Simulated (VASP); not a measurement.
# Sr2P (I4_1/amd) in VASP: single point with PBE

Aim: the single point of Sr2P with PBE.

Everything below comes from runs of VASP 6.6.1. Logs are shortened: lines on timing, memory, paths and dates and some standing lists are left out, and cuts for length are marked.

## (1) The cell of the first run

Symmetry: I4_1/amd, No. 141, tetragonal system. Conventional cell: a = 6.054 Å, b = 6.054 Å, c = 13.366 Å, α = 90.00°, β = 90.00°, γ = 90.00°. Within 4.1 Å of Sr (site symmetry 2mm) lie 3 P at 3.01 to 3.05 Å and 2 Sr at 4.04 Å. P (site symmetry -4m2) has 6 Sr at 3.01 to 3.05 Å within 4.0 Å.

## (2) Single point, PBE

INCAR

```
SYSTEM = Sr2P
PREC     = Accurate       ! precision mode
ENCUT    = 520            ! plane-wave cutoff, eV
EDIFF    = 1E-6           ! SCF threshold, eV
ISMEAR   = 0              ! smearing method
SIGMA    = 0.1            ! smearing width, eV
LREAL    = .False.        ! projectors in reciprocal space
LASPH    = .True.         ! aspherical terms in the spheres
NELM     = 80             ! most SCF steps
ALGO     = Normal         ! electronic algorithm
ISIF     = 2              ! what is computed and relaxed
LWAVE    = .False.        ! write WAVECAR
LCHARG   = .True.         ! write CHGCAR
GGA      = PE             ! functional
LELF     = .True.         ! ELF
LVHAR    = .True.       
NBANDS   = 34             ! bands
```

KPOINTS

```
regular mesh
0
Gamma
  10 10 10
  0 0 0
```

POSCAR

```
Sr2P
1.0
   -3.0270668475      3.0270668475      6.6831097560
    3.0270668475     -3.0270668475      6.6831097560
    3.0270668475      3.0270668475     -6.6831097560
Sr P
4 2
Direct
    0.0247793289      0.5247793289      0.5000000000
    0.4752206711      0.9752206711      0.5000000000
    0.7252206711      0.7252206711      0.0000000000
    0.2747793289      0.2747793289      0.0000000000
    0.2500000000      0.7500000000      0.5000000000
    0.5000000000      0.5000000000      0.0000000000
```

Potentials or basis: VASP PAW PBE potentials, release 64 (Sr_sv, P).

Started as:

```bash
$ cat potpaw_PBE.64/Sr_sv/POTCAR potpaw_PBE.64/P/POTCAR > POTCAR
$ mpirun -np 1 vasp_std > vasp.out
```

OUTCAR:

```text
SYSTEM = Sr2P
   PREC = Accurate
   ENCUT = 520
   EDIFF = 1E-6
   ISMEAR = 0
   LREAL = .False.
   LASPH = .True.
   NELM = 80
   ISIF = 2
   GGA = PE

 ion  position               nearest neighbor table
   1  0.025  0.525  0.500-   5 3.01   6 3.05   6 3.05   3 4.04   3 4.04   2 4.33   2 4.33   2 4.33
                             2 4.33   4 4.51   4 4.51   4 4.51   4 4.51   3 5.02   3 5.02
   2  0.475  0.975  0.500-   5 3.01   6 3.05   6 3.05   4 4.04   4 4.04   1 4.33   1 4.33   1 4.33
                             1 4.33   3 4.51   3 4.51   3 4.51   3 4.51   4 5.02   4 5.02
   3  0.725  0.725  0.000-   6 3.01   5 3.05   5 3.05   1 4.04   1 4.04   4 4.33   4 4.33   4 4.33
                             4 4.33   2 4.51   2 4.51   2 4.51   2 4.51   1 5.02   1 5.02
   4  0.275  0.275  0.000-   6 3.01   5 3.05   5 3.05   2 4.04   2 4.04   3 4.33   3 4.33   3 4.33
                             3 4.33   1 4.51   1 4.51   1 4.51   1 4.51   2 5.02   2 5.02
   5  0.250  0.750  0.500-   1 3.01   2 3.01   4 3.05   3 3.05   4 3.05   3 3.05
   6  0.500  0.500  0.000-   3 3.01   4 3.01   1 3.05   2 3.05   1 3.05   2 3.05

  LATTYP: Found a body centered tetragonal cell.
 ALAT       =     6.0541336950
 C/A-ratio  =     2.2077840010

  Lattice vectors:

 A1 = (  -3.0270668475,   3.0270668475,   6.6831097560)
 A2 = (   3.0270668475,  -3.0270668475,   6.6831097560)
 A3 = (   3.0270668475,   3.0270668475,  -6.6831097560)

Analysis of symmetry for initial positions (statically):
=====================================================================
 Subroutine PRICEL returns:
 Original cell was already a primitive cell.

 Routine SETGRP: Setting up the symmetry group for a
 body centered tetragonal supercell.

 Subroutine GETGRP returns: Found 16 space group operations
 (whereof  8 operations were pure point group operations)
 out of a pool of 16 trial point group operations.

The static configuration has the point symmetry D_2d.
 The point group associated with its full space group is D_4h.

Analysis of symmetry for dynamics (positions and initial velocities):
=====================================================================
 Subroutine PRICEL returns:
 Original cell was already a primitive cell.

 Routine SETGRP: Setting up the symmetry group for a
 body centered tetragonal supercell.

 Subroutine GETGRP returns: Found 16 space group operations
 (whereof  8 operations were pure point group operations)
 out of a pool of 16 trial point group operations.

The dynamic configuration has the point symmetry D_2d.
 The point group associated with its full space group is D_4h.

 Subroutine INISYM returns: Found 16 space group operations
 (whereof  8 operations are pure point group operations),
 and found     1 'primitive' translations

----------------------------------------------------------------------------------------

                                     Primitive cell

  volume of cell :     244.9529

  direct lattice vectors                    reciprocal lattice vectors
    -3.027066847  3.027066847  6.683109756     0.000000000  0.165176399  0.074815470
     3.027066847 -3.027066847  6.683109756     0.165176399  0.000000000  0.074815470
     3.027066847  3.027066847 -6.683109756     0.165176399  0.165176399  0.000000000

  length of vectors
     7.936638042  7.936638042  7.936638042     0.181330078  0.181330078  0.233594703

  position of ions in fractional coordinates (direct lattice)
     0.024779329  0.524779329  0.500000000
     0.475220671  0.975220671  0.500000000
     0.725220671  0.725220671  0.000000000
     0.274779329  0.274779329  0.000000000
     0.250000000  0.750000000  0.500000000
     0.500000000  0.500000000  0.000000000

  ion indices of the primitive-cell ions
   primitive index   ion index
                 1           1
                 2           2
                 3           3
                 4           4
                 5           5
                 6           6

----------------------------------------------------------------------------------------

 KPOINTS: regular mesh

Automatic generation of k-mesh.
 Grid dimensions read from file:
 generate k-points for:   10   10   10

 Generating k-lattice:

  Cartesian coordinates                     Fractional coordinates (reciprocal lattice)
     0.000000000  0.016517640  0.007481547     0.100000000  0.000000000  0.000000000
     0.016517640  0.000000000  0.007481547     0.000000000  0.100000000  0.000000000
     0.016517640  0.016517640  0.000000000     0.000000000  0.000000000  0.100000000

  Length of vectors
     0.018133008  0.018133008  0.023359470

  Shift w.r.t. Gamma in fractional coordinates (k-lattice)
     0.000000000  0.000000000  0.000000000

 Subroutine IBZKPT returns following result:
 ===========================================

 Found    102 irreducible k-points:

 Following reciprocal coordinates:
            Coordinates               Weight
  0.000000  0.000000  0.000000      1.000000
  0.100000  0.000000 -0.000000      8.000000
  0.200000  0.000000 -0.000000      8.000000
  0.300000  0.000000 -0.000000      8.000000
  0.400000  0.000000  0.000000      8.000000
  0.500000  0.000000  0.000000      4.000000
[... 16 lines left out ...]
  0.300000  0.300000  0.000000      8.000000
  0.400000  0.300000 -0.000000     16.000000
 [... further k-points ...]
   k-points           NKPTS =    102   k-points in BZ     NKDIM =    102   number of bands    NBANDS=     34
   number of dos      NEDOS =    301   number of ions     NIONS =      6
   total plane-waves  NPLWV = 216000
   dimension x,y,z NGX =    60 NGY =   60 NGZ =   60
   dimension x,y,z NGXF=   120 NGYF=  120 NGZF=  120
   ions per type =               4   2
   NGX,Y,Z   is equivalent  to a cutoff of  12.57, 12.57, 12.57 a.u.
   NGXF,Y,Z  is equivalent  to a cutoff of  25.14, 25.14, 25.14 a.u.
 SYSTEM =  Sr2P
   PREC   = accura    normal or accurate (medium, high low for compatibility)
   ISTART =      0    job   : 0-new  1-cont  2-samecut
   ICHARG =      2    charge: 1-file 2-atom 10-const
   ISPIN  =      1    spin polarized calculation?
   LNONCOLLINEAR =      F non collinear calculations
   LSORBIT =      F    spin-orbit coupling
   LASPH  =      T    aspherical Exc in radial PAW
   ENCUT  =  520.0 eV  38.22 Ry    6.18 a.u.  14.76 14.76 14.76*2*pi/ulx,y,z
   NELM   =     80;   NELMIN=  2; NELMDL= -5     # of ELM steps
   EDIFF  = 0.1E-05   stopping-criterion for ELM
   LREAL  =      F    real-space projection
[... 7 lines left out ...]
   TEBEG  =    0.0;   TEEND  =   0.0 temperature during run
   PSTRESS=    0.0 pullay stress
   NELECT =      50.0000    total number of electrons
   NUPDOWN=      -1.0000    fix difference up-down
   EMIN   =  10.00;   EMAX   =-10.00  energy-range for DOS
   EFERMI =   0.00;   METHOD = LEGACY
   ISMEAR =     0;   SIGMA  =   0.10  broadening in eV -4-tet -1-fermi 0-gaus
   EFERMI_NEDOS =   21; number of points for ismear=-14 and -15
   IALGO  =     38    algorithm
   IMIX   =      4    mixing-type and parameters
     AMIX     =   0.40;   BMIX     =  1.00
     AMIX_MAG =   1.60;   BMIX_MAG =  1.00
  volume/ion in A,a.u.               =      40.83       275.50
  Fermi-wavevector in a.u.,A,eV,Ry     =   0.963912  1.821529 12.641526  0.929126
  Thomas-Fermi vector in A             =   2.093498
   LORBIT       =      0    0 simple, 1 ext, 2 COOP (PROOUT), +10 PAW based schemes
   GGA     = PE    functional components
   LHFCALC =     F    Hartree Fock is set to
   AEXX    =    0.0000 exact exchange contribution
   IVDW    =     0    specifies the selected vdW correction
   LEPSILON=     F    determine dielectric tensor
   LRPA    =     F    only Hartree local field effects (RPA)
 non-spin polarized calculation
 Gauss-broadening in eV      SIGMA  =   0.10
  energy-cutoff  :      520.00
  volume of cell :      244.95
 maximum number of plane-waves:      6624
   NGX = 29   NGY = 29   NGZ = 29

 number of electron      50.0000000 magnetization

 Free energy of the ion-electron system (eV)
  ---------------------------------------------------
  ext. energy  EPLUGINS =         0.00000000
  ---------------------------------------------------
  free energy    TOTEN  =       -22.30146859 eV

  energy without entropy =      -22.27527579  energy(sigma->0) =      -22.28837219

 E-fermi :   2.0766     XC(G=0):  -7.6763

 val. band max:        2.0758236218   @ k =   0.4000   0.1000   0.1000
 cond. band min:       2.0774654568   @ k =  -0.4000   0.4000   0.2000
 fundamental gap:      0.0016418350
 Fermi energy:         2.0766400435

 k-point     1 :       0.0000    0.0000    0.0000
  band No.  band energies     occupation
      1     -33.7519      2.00000
      2     -33.7384      2.00000
      3     -33.7360      2.00000
      4     -33.7325      2.00000
      5     -15.8953      2.00000
      6     -15.8953      2.00000
[... 26 lines left out ...]
     33       4.9329      0.00000
     34       5.0741      0.00000

 k-point     2 :       0.1000    0.0000   -0.0000
  band No.  band energies     occupation
      1     -33.7514      2.00000
      2     -33.7387      2.00000
      3     -33.7359      2.00000
      4     -33.7328      2.00000
      5     -15.8971      2.00000
      6     -15.8946      2.00000
[... 26 lines left out ...]
     33       4.9344      0.00000
     34       4.9843      0.00000

 k-point     3 :       0.2000    0.0000   -0.0000
  band No.  band energies     occupation
      1     -33.7501      2.00000
      2     -33.7394      2.00000
      3     -33.7358      2.00000
      4     -33.7335      2.00000
      5     -15.8998      2.00000
      6     -15.8924      2.00000
[... 26 lines left out ...]
     33       4.8707      0.00000
     34       4.9389      0.00000
[... 704 lines left out ...]
 k-point    23 :       0.3000    0.3000    0.0000
  band No.  band energies     occupation
      1     -33.7446      2.00000
      2     -33.7412      2.00000
      3     -33.7364      2.00000
      4     -33.7364      2.00000
      5     -15.9185      2.00000
      6     -15.9121      2.00000
[... 26 lines left out ...]
     33       4.9813      0.00000
     34       5.2523      0.00000

 k-point    24 :       0.4000    0.3000   -0.0000
  band No.  band energies     occupation
      1     -33.7431      2.00000
      2     -33.7409      2.00000
      3     -33.7381      2.00000
      4     -33.7364      2.00000
      5     -15.9218      2.00000
      6     -15.9178      2.00000
[... 26 lines left out ...]
     33       5.0824      0.00000
     34       5.4918      0.00000

 [... further k-points ...]

------------------------ aborting loop because EDIFF is reached ----------------------------------------

  FORCE on cell =-STRESS in cart. coord.  units (eV):
  Direction    XX          YY          ZZ          XY          YZ          ZX
  --------------------------------------------------------------------------------------
  -------------------------------------------------------------------------------------
  Total        0.1116099      0.1116099      0.1303140      0.0000000     -0.0000000      0.0000000
  in kB        0.7300134      0.7300134      0.8523523      0.0000000     -0.0000000      0.0000000
  external PRESSURE =       0.7707931 kB  Pullay stress =       0.0000000 kB

 VOLUME and BASIS-vectors are now :
 -----------------------------------------------------------------------------
  energy-cutoff  :      520.00
  volume of cell :      244.95
      direct lattice vectors                 reciprocal lattice vectors
    -3.027066847  3.027066847  6.683109756     0.000000000  0.165176399  0.074815470
     3.027066847 -3.027066847  6.683109756     0.165176399  0.000000000  0.074815470
     3.027066847  3.027066847 -6.683109756     0.165176399  0.165176399  0.000000000

 POSITION                                       TOTAL-FORCE (eV/Angst)
 -----------------------------------------------------------------------------------
      3.02707      0.00000      0.33121        -0.000000     -0.000000     -0.006400
      3.02707     -0.00000      6.35190         0.000000      0.000000      0.006400
      0.00000      0.00000      9.69346         0.000000      0.000000      0.006400
      0.00000      0.00000      3.67276        -0.000000     -0.000000     -0.006400
      3.02707      0.00000      3.34155        -0.000000     -0.000000      0.000000
      0.00000      0.00000      6.68311        -0.000000     -0.000000      0.000000
 -----------------------------------------------------------------------------------
    total drift:                                0.000000      0.000000     -0.000000

  FREE ENERGIE OF THE ION-ELECTRON SYSTEM (eV)
  ---------------------------------------------------
  free  energy   TOTEN  =       -22.3014685890 eV

  energy  without entropy=      -22.2752757936  energy(sigma->0) =      -22.28837219
```

Wall time 15 min (1 thread of AMD EPYC 9R45 (Zen 5), shared host); peak memory 0.89 GiB.

Results:

```
Free energy            : -22.3015 eV
Pressure               : 0.1 GPa
Largest force          : 0.006 eV/Å
Band gap on the k mesh : zero (bands 25 and 26 overlap by 0.59 eV)
```

Forces on the atoms (eV/Å):
```
Sr   0.000  0.000 -0.006
Sr   0.000  0.000  0.006
Sr   0.000  0.000  0.006
Sr   0.000  0.000 -0.006
P    0.000  0.000  0.000
P    0.000  0.000  0.000
```
